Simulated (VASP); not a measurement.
Input of a VASP 6.6.1 run:

File INCAR:

```
PREC     = Accurate       # precision mode
ENCUT    = 520            # plane-wave cutoff, eV
EDIFF    = 1E-6           # SCF threshold, eV
ISMEAR   = -1             # smearing method
SIGMA    = 0.05           # smearing width, eV
LREAL    = False          # projectors in reciprocal space
LASPH    = True           # aspherical terms in the spheres
NELM     = 150            # most SCF steps
ALGO     = Normal         # electronic algorithm
ISIF     = 2              # what is computed and relaxed
LWAVE    = False          # write WAVECAR
LCHARG   = False          # write CHGCAR
ISPIN    = 2              # spin polarisation
MAGMOM   = 2 2 2 2        # initial moments
LORBIT   = 11             # projections on sites
LMAXMIX  = 4              # l up to which the mixer works
GGA      = PS             # functional
NBANDS   = 30             # bands
```

Contents of KPOINTS:

```
Automatic mesh
0
Gamma
  12 12 4
```

POSCAR

```
Co
1.0
    2.4869235940      0.0000000000      0.0000000000
   -1.2434617971      2.1537390097      0.0000000000
    0.0000000000      0.0000000000      8.1417998233
Co
4
Direct
    0.6666666667      0.3333333333      0.7500000000
    0.0000000000      0.0000000000      0.5000000000
    0.3333333333      0.6666666667      0.2500000000
    0.0000000000      0.0000000000      0.0000000000
```

Potentials or basis: VASP PAW PBE potentials, release 64 (Co).

Command:

```sh
$ cat potpaw_PBE.64/Co/POTCAR > POTCAR
$ mpirun -np 1 vasp_std > vasp.out
```

Estimate the site moments.

Co +1.68, +1.66 (each value once) μB.

Predict the pressure.

-10.4 GPa.

Estimate the net moment.

6.63 μB per cell.

Stress tensor (GPa, compression positive):
```
 -9.18   0.00   0.00
  0.00  -9.18   0.00
  0.00   0.00 -12.90
```

Caveat: the cell stands under tension; the PAW data sets were made with another functional, which shifts forces and pressure a little.
